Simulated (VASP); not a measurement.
Input of a VASP 6.6.1 run:

INCAR

```
SYSTEM = Al3CoNi2
ALGO = Fast
EDIFF = 1E-7
EDIFFG = -0.04
ENCUT = 600
GGA = PE
IBRION = 2
ISIF = 3
ISMEAR = 0
ISPIN = 2
LASPH = .True.
LCHARG = .False.
LMAXMIX = 4
LORBIT = 11
LREAL = .False.
LWAVE = .False.
MAGMOM = 0 0 0 3 -2 2
NELM = 150
NSW = 90
PREC = Accurate
SIGMA = 0.1
```

KPOINTS

```
k-points
0
Gamma
  6 6 2
  0 0 0
```

The input POSCAR:

```
Al3CoNi2
1.0
    2.9551298100      0.0000000000      0.0000000000
    0.0000000000      2.9551298100      0.0000000000
    0.0000000000      0.0000000000      8.8653894400
Al Co Ni
3 1 2
Direct
    0.5000000000      0.5000000000      0.8333333300
    0.5000000000      0.5000000000      0.1666666700
    0.5000000000      0.5000000000      0.5000000000
    0.0000000000      0.0000000000      0.0000000000
    0.0000000000      0.0000000000      0.6666666700
    0.0000000000      0.0000000000      0.3333333300
```

Potentials or basis: VASP PAW PBE potentials, release 64 (Al, Co, Ni).

Command:

```console
$ cat potpaw_PBE.64/Al/POTCAR potpaw_PBE.64/Co/POTCAR potpaw_PBE.64/Ni/POTCAR > POTCAR
$ mpirun -np 1 vasp_std > vasp.out
```

Q: Predict the relaxed volume.

A: 11.97 Å³/atom.

Q: What does it give for the relaxed cell?

A: a = 2.848 Å, b = 2.848 Å, c = 8.853 Å, α = 90.00°, β = 90.00°, γ = 90.00°.

Q: Predict the net moment.

A: -0.26 μB per cell.

Q: What does it give for the site moments?

A: Al +0.00; Co -0.31; Ni +0.01 μB.

Final structure:
```
Al Co Ni
1.0
     2.84789    0.00000    0.00000
     0.00000    2.84789    0.00000
     0.00000    0.00000    8.85317
Al Co Ni
3 1 2
Direct
  0.50000 0.50000 0.83807
  0.50000 0.50000 0.16193
  0.50000 0.50000 0.50000
  0.00000 0.00000 0.00000
  0.00000 0.00000 0.67011
  0.00000 0.00000 0.32989
```
